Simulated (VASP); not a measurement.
Here is a VASP 6.6.1 calculation.

Contents of INCAR:

```
SYSTEM = Hf
PREC = Accurate
ENCUT = 520
EDIFF = 1E-7
ISMEAR = 0
SIGMA = 0.05
LREAL = .False.
LASPH = .True.
NELM = 60
ALGO = Fast
ISIF = 2
LWAVE = .False.
LCHARG = .False.
GGA = PS
NBANDS = 11
```

Contents of KPOINTS:

```
regular mesh
0
Gamma
  18 18 18
  0 0 0
```

File POSCAR:

```
Hf
1.0
   -1.8050000000      1.8050000000      1.8050000000
    1.8050000000     -1.8050000000      1.8050000000
    1.8050000000      1.8050000000     -1.8050000000
Hf
1
Direct
    0.0000000000      0.0000000000      0.0000000000
```

Potentials or basis: VASP PAW PBE potentials, release 64 (Hf_pv).

Command:

```bash
$ cat potpaw_PBE.64/Hf_pv/POTCAR > POTCAR
$ mpirun -np 1 vasp_std > vasp.out
```

Q: What does it give for the band gap on the k mesh?

A: Zero (band 5 reaches 5.55 eV, above the bottom of band 6 at 3.38 eV).

Q: Predict the pressure.

A: -9.3 GPa.

Caveat: the PAW data sets were made with another functional, which shifts forces and pressure a little; spin-orbit coupling is left out, which moves the levels of the heavy elements.
